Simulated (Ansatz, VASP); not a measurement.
## One calculation of Be2BCl2, two programs

```
Be B Cl
1.0
     2.99778    0.00000    0.00000
    -1.49889    2.59615    0.00000
     0.00000    0.00000   12.87257
Be B Cl
2 1 2
Direct
  0.66667 0.33333 0.42211
  0.33333 0.66667 0.57789
  0.00000 0.00000 0.00000
  0.33333 0.66667 0.32354
  0.66667 0.33333 0.67646
```

Change from the starting cell: species swapped into the CaMg2Bi2 type (P-3m1, No. 164).

Alike in both runs: functional PBE; k mesh 15 × 15 × 4; occupations gaussian, width 0.1 eV; no spin polarisation.

Ansatz relaxed the structure, and its values are those at the end. VASP's run is a single point on that final structure, the one shown.

```csv
,VASP,Ansatz
version,VASP 6.6.1,Ansatz 0.2.0
potentials or method,"VASP PAW PBE potentials, release 64 (Be, B, Cl), cutoff 520 eV","scalar-relativistic, plane waves, PAW"
valence electrons in the cell,21,21
```

```tsv
	VASP	Ansatz	Ansatz less VASP
gap on the k mesh at the Fermi level (eV)	none	none	-
pressure (GPa)	0.0	0.0	+0.05
rms of the force components (eV/Å)	0.005	0.000	-0.0052
```

A gap of «none» marks a metal or a gap that the smearing closes. With one functional, cell and mesh, what is left measures potentials, basis and numerics.
